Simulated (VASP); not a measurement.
# NaB (I4/mmm) in VASP: further runs

The runs below take NaB through single point, with PBEsol.

Everything below comes from runs of VASP 6.6.1. Logs are shortened: lines on timing, memory, paths and dates and some standing lists are left out, and cuts for length are marked.

### 1 The cell of the first run

Symmetry: I4/mmm, No. 139, tetragonal system. Conventional cell: a = 4.261 Å, b = 4.261 Å, c = 4.260 Å, α = 90.00°, β = 90.00°, γ = 90.00°. Na (site symmetry 4/mmm) has 2 B at 2.13 Å within 2.8 Å. B (site symmetry 4/mmm) has 2 Na at 2.13 Å within 2.8 Å.

### 2 Single point, PBEsol

Contents of INCAR:

```
SYSTEM = NaB
  PREC = Accurate
  ENCUT = 520
  EDIFF = 1E-6
  ISMEAR = 0
  SIGMA = 0.15
  LREAL = .FALSE.
  LASPH = .TRUE.
  NELM = 60
  ALGO = Normal
  ISIF = 2
  LWAVE = .FALSE.
  LCHARG = .FALSE.
  GGA = PS
  NBANDS = 12
```

Contents of KPOINTS:

```
Automatic mesh
0
G
  18 18 18
  0 0 0
```

Contents of POSCAR:

```
NaB
1.0
    0.0000000000      3.0126927531      2.1299737764
    3.0126927531      0.0000000000      2.1299737764
    3.0126927531      3.0126927531      0.0000000000
Na B
1 1
Direct
    0.0000000000      0.0000000000      0.0000000000
    0.5000000000      0.5000000000      0.5000000000
```

Potentials or basis: VASP PAW PBE potentials, release 64 (Na_pv, B).

On the command line:

```bash
> cat potpaw_PBE.64/Na_pv/POTCAR potpaw_PBE.64/B/POTCAR > POTCAR
> mpirun -np 1 vasp_std > vasp.out
```

OUTCAR:

```text
SYSTEM = NaB
   PREC = Accurate
   ENCUT = 520
   EDIFF = 1E-6
   ISMEAR = 0
   LREAL = .FALSE.
   LASPH = .TRUE.
   NELM = 60
   ISIF = 2
   GGA = PS

 ion  position               nearest neighbor table
   1  0.000  0.000  0.000-   2 2.13   2 2.13
   2  0.500  0.500  0.500-   1 2.13   1 2.13

  LATTYP: Found a body centered tetragonal cell.
 ALAT       =     4.2605909507
 C/A-ratio  =     0.9998489886

  Lattice vectors:

 A1 = (   0.0000000000,  -3.0126927531,  -2.1299737764)
 A2 = (   0.0000000000,   3.0126927531,  -2.1299737764)
 A3 = (   3.0126927531,   0.0000000000,   2.1299737764)

Analysis of symmetry for initial positions (statically):
=====================================================================
 Subroutine PRICEL returns:
 Original cell was already a primitive cell.

 Routine SETGRP: Setting up the symmetry group for a
 body centered tetragonal supercell.

 Subroutine GETGRP returns: Found 16 space group operations
 (whereof 16 operations were pure point group operations)
 out of a pool of 16 trial point group operations.

The static configuration has the point symmetry D_4h.

Analysis of symmetry for dynamics (positions and initial velocities):
=====================================================================
 Subroutine PRICEL returns:
 Original cell was already a primitive cell.

 Routine SETGRP: Setting up the symmetry group for a
 body centered tetragonal supercell.

 Subroutine GETGRP returns: Found 16 space group operations
 (whereof 16 operations were pure point group operations)
 out of a pool of 16 trial point group operations.

The dynamic configuration has the point symmetry D_4h.

 Subroutine INISYM returns: Found 16 space group operations
 (whereof 16 operations are pure point group operations),
 and found     1 'primitive' translations

----------------------------------------------------------------------------------------

                                     Primitive cell

  volume of cell :      38.6646

  direct lattice vectors                    reciprocal lattice vectors
     0.000000000  3.012692753  2.129973776    -0.165964485  0.165964485  0.234744674
     3.012692753  0.000000000  2.129973776     0.165964485 -0.165964485  0.234744674
     3.012692753  3.012692753  0.000000000     0.165964485  0.165964485 -0.234744674

  length of vectors
     3.689594275  3.689594275  4.260590951     0.331954036  0.331954036  0.331954036

  position of ions in fractional coordinates (direct lattice)
     0.000000000  0.000000000  0.000000000
     0.500000000  0.500000000  0.500000000

  ion indices of the primitive-cell ions
   primitive index   ion index
                 1           1
                 2           2

----------------------------------------------------------------------------------------

 KPOINTS: Automatic mesh

Automatic generation of k-mesh.
 Grid dimensions read from file:
 generate k-points for:   18   18   18

 Generating k-lattice:

  Cartesian coordinates                     Fractional coordinates (reciprocal lattice)
    -0.009220249  0.009220249  0.013041371     0.055555556 -0.000000000  0.000000000
     0.009220249 -0.009220249  0.013041371    -0.000000000  0.055555556  0.000000000
     0.009220249  0.009220249 -0.013041371     0.000000000  0.000000000  0.055555556

  Length of vectors
     0.018441891  0.018441891  0.018441891

  Shift w.r.t. Gamma in fractional coordinates (k-lattice)
     0.000000000  0.000000000  0.000000000

 Subroutine IBZKPT returns following result:
 ===========================================

 Found    480 irreducible k-points:

 Following reciprocal coordinates:
            Coordinates               Weight
  0.000000  0.000000  0.000000      1.000000
  0.055556 -0.000000  0.000000      8.000000
  0.111111 -0.000000  0.000000      8.000000
  0.166667 -0.000000  0.000000      8.000000
  0.222222 -0.000000  0.000000      8.000000
  0.277778 -0.000000  0.000000      8.000000
[... 16 lines left out ...]
 -0.277778  0.055556  0.000000      8.000000
 -0.222222  0.055556  0.000000      8.000000
 [... further k-points ...]
   k-points           NKPTS =    480   k-points in BZ     NKDIM =    480   number of bands    NBANDS=     12
   number of dos      NEDOS =    301   number of ions     NIONS =      2
   total plane-waves  NPLWV =  25088
   dimension x,y,z NGX =    28 NGY =   28 NGZ =   32
   dimension x,y,z NGXF=    56 NGYF=   56 NGZF=   64
   ions per type =               1   1
   NGX,Y,Z   is equivalent  to a cutoff of  12.62, 12.62, 12.49 a.u.
   NGXF,Y,Z  is equivalent  to a cutoff of  25.23, 25.23, 24.97 a.u.
 SYSTEM =  NaB
   PREC   = accura    normal or accurate (medium, high low for compatibility)
   ISTART =      0    job   : 0-new  1-cont  2-samecut
   ICHARG =      2    charge: 1-file 2-atom 10-const
   ISPIN  =      1    spin polarized calculation?
   LNONCOLLINEAR =      F non collinear calculations
   LSORBIT =      F    spin-orbit coupling
   LASPH  =      T    aspherical Exc in radial PAW
   ENCUT  =  520.0 eV  38.22 Ry    6.18 a.u.   6.86  6.86  7.92*2*pi/ulx,y,z
   NELM   =     60;   NELMIN=  2; NELMDL= -5     # of ELM steps
   EDIFF  = 0.1E-05   stopping-criterion for ELM
   LREAL  =      F    real-space projection
   EDIFFG = 0.1E-04   stopping-criterion for IOM
   NSW    =      0    number of steps for IOM
   IBRION =     -1    ionic relax: 0-MD 1-quasi-New 2-CG
   NFREE  =      0    steps in history (QN), initial steepest desc. (CG)
   ISIF   =      2    stress and relaxation
   ISYM   =      2    0-nonsym 1-usesym 2-fastsym
   POTIM  = 0.5000    time-step for ionic-motion
   TEBEG  =    0.0;   TEEND  =   0.0 temperature during run
   PSTRESS=    0.0 pullay stress
   NELECT =      10.0000    total number of electrons
   NUPDOWN=      -1.0000    fix difference up-down
   EMIN   =  10.00;   EMAX   =-10.00  energy-range for DOS
   EFERMI =   0.00;   METHOD = LEGACY
   ISMEAR =     0;   SIGMA  =   0.15  broadening in eV -4-tet -1-fermi 0-gaus
   EFERMI_NEDOS =   21; number of points for ismear=-14 and -15
   IALGO  =     38    algorithm
   IMIX   =      4    mixing-type and parameters
     AMIX     =   0.40;   BMIX     =  1.00
     AMIX_MAG =   1.60;   BMIX_MAG =  1.00
  volume/ion in A,a.u.               =      19.33       130.46
  Fermi-wavevector in a.u.,A,eV,Ry     =   1.043046  1.971071 14.802394  1.087945
  Thomas-Fermi vector in A             =   2.177738
   LORBIT       =      0    0 simple, 1 ext, 2 COOP (PROOUT), +10 PAW based schemes
   GGA     = PS    functional components
   LHFCALC =     F    Hartree Fock is set to
   AEXX    =    0.0000 exact exchange contribution
   IVDW    =     0    specifies the selected vdW correction
   LEPSILON=     F    determine dielectric tensor
   LRPA    =     F    only Hartree local field effects (RPA)
 non-spin polarized calculation
 Gauss-broadening in eV      SIGMA  =   0.15
  energy-cutoff  :      520.00
  volume of cell :       38.66
 maximum number of plane-waves:      1057
   NGX = 13   NGY = 13   NGZ = 15

 number of electron      10.0000005 magnetization

 Free energy of the ion-electron system (eV)
  ---------------------------------------------------
  ext. energy  EPLUGINS =         0.00000000
  ---------------------------------------------------
  free energy    TOTEN  =        -3.54106198 eV

  energy without entropy =       -3.52650140  energy(sigma->0) =       -3.53378169

 E-fermi :   0.7018     XC(G=0):  -8.3295

 val. band max:        0.6939378538   @ k =   0.5000   0.2778   0.1667
 cond. band min:       0.7035384072   @ k =  -0.2778   0.0556   0.2778
 fundamental gap:      0.0096005534
 Fermi energy:         0.7017571268

 k-point     1 :       0.0000    0.0000    0.0000
  band No.  band energies     occupation
      1     -22.6801      2.00000
      2     -22.4363      2.00000
      3     -22.4363      2.00000
      4      -6.4728      2.00000
      5       2.9403      0.00000
      6       3.1129      0.00000
      7       3.1129      0.00000
      8       7.0875      0.00000
      9      11.0045      0.00000
     10      11.0045      0.00000
     11      11.1765      0.00000
     12      13.2233      0.00000

 k-point     2 :       0.0556   -0.0000    0.0000
  band No.  band energies     occupation
      1     -22.6807      2.00000
      2     -22.4369      2.00000
      3     -22.4367      2.00000
      4      -6.4319      2.00000
      5       2.8542      0.00000
      6       3.0415      0.00000
      7       3.0629      0.00000
      8       7.1857      0.00000
      9      10.9093      0.00000
     10      10.9475      0.00000
     11      11.2449      0.00000
     12      12.7549      0.00000

 k-point     3 :       0.1111   -0.0000    0.0000
  band No.  band energies     occupation
      1     -22.6826      2.00000
      2     -22.4386      2.00000
      3     -22.4378      2.00000
      4      -6.3104      2.00000
      5       2.5043      0.00000
      6       2.9253      0.00000
      7       2.9642      0.00000
      8       7.4209      0.00000
      9      10.5802      0.00000
     10      10.6737      0.00000
     11      11.6086      0.00000
     12      12.4461      0.00000
[... 286 lines left out ...]
 k-point    23 :      -0.2778    0.0556    0.0000
  band No.  band energies     occupation
      1     -22.6926      2.00000
      2     -22.4486      2.00000
      3     -22.4445      2.00000
      4      -5.5052      2.00000
      5       0.6769      1.18542
      6       2.2598      0.00000
      7       2.6278      0.00000
      8       7.7108      0.00000
      9       9.7905      0.00000
     10      10.3648      0.00000
     11      13.0721      0.00000
     12      13.7627      0.00000

 k-point    24 :      -0.2222    0.0556    0.0000
  band No.  band energies     occupation
      1     -22.6886      2.00000
      2     -22.4457      2.00000
      3     -22.4422      2.00000
      4      -5.8257      2.00000
      5       1.3178      0.00000
      6       2.4735      0.00000
      7       2.7049      0.00000
      8       7.8990      0.00000
      9      10.0871      0.00000
     10      10.1860      0.00000
     11      12.8398      0.00000
     12      12.8578      0.00000

 [... further k-points ...]

------------------------ aborting loop because EDIFF is reached ----------------------------------------

  FORCE on cell =-STRESS in cart. coord.  units (eV):
  Direction    XX          YY          ZZ          XY          YZ          ZX
  --------------------------------------------------------------------------------------
  -------------------------------------------------------------------------------------
  Total       -1.6731734     -1.6731734      8.5512745      0.0000000     -0.0000000      0.0000000
  in kB      -69.3326176    -69.3326176    354.3459665      0.0000000     -0.0000000      0.0000000
  external PRESSURE =      71.8935771 kB  Pullay stress =       0.0000000 kB

 VOLUME and BASIS-vectors are now :
 -----------------------------------------------------------------------------
  energy-cutoff  :      520.00
  volume of cell :       38.66
      direct lattice vectors                 reciprocal lattice vectors
     0.000000000  3.012692753  2.129973776    -0.165964485  0.165964485  0.234744674
     3.012692753  0.000000000  2.129973776     0.165964485 -0.165964485  0.234744674
     3.012692753  3.012692753  0.000000000     0.165964485  0.165964485 -0.234744674

 POSITION                                       TOTAL-FORCE (eV/Angst)
 -----------------------------------------------------------------------------------
      0.00000      0.00000      0.00000        -0.000000     -0.000000      0.000000
      3.01269      3.01269      2.12997         0.000000      0.000000     -0.000000
 -----------------------------------------------------------------------------------
    total drift:                                0.000000      0.000000      0.000000

  FREE ENERGIE OF THE ION-ELECTRON SYSTEM (eV)
  ---------------------------------------------------
  free  energy   TOTEN  =        -3.5410619836 eV

  energy  without entropy=       -3.5265013965  energy(sigma->0) =       -3.53378169
```

Run time: 2.8 min. Hardware: 1 thread of Intel Xeon Platinum 8375C at 2.90GHz (Ice Lake), shared host; peak memory 0.32 GiB.

What came out:

- Free energy: -3.5411 eV
- Pressure: 7.2 GPa
- Band gap on the k mesh: zero (band 5 reaches 2.94 eV, above the bottom of band 6 at -0.05 eV)

Caveat: the PAW data sets were made with another functional, which shifts forces and pressure a little.

[end of part 1 of 2]
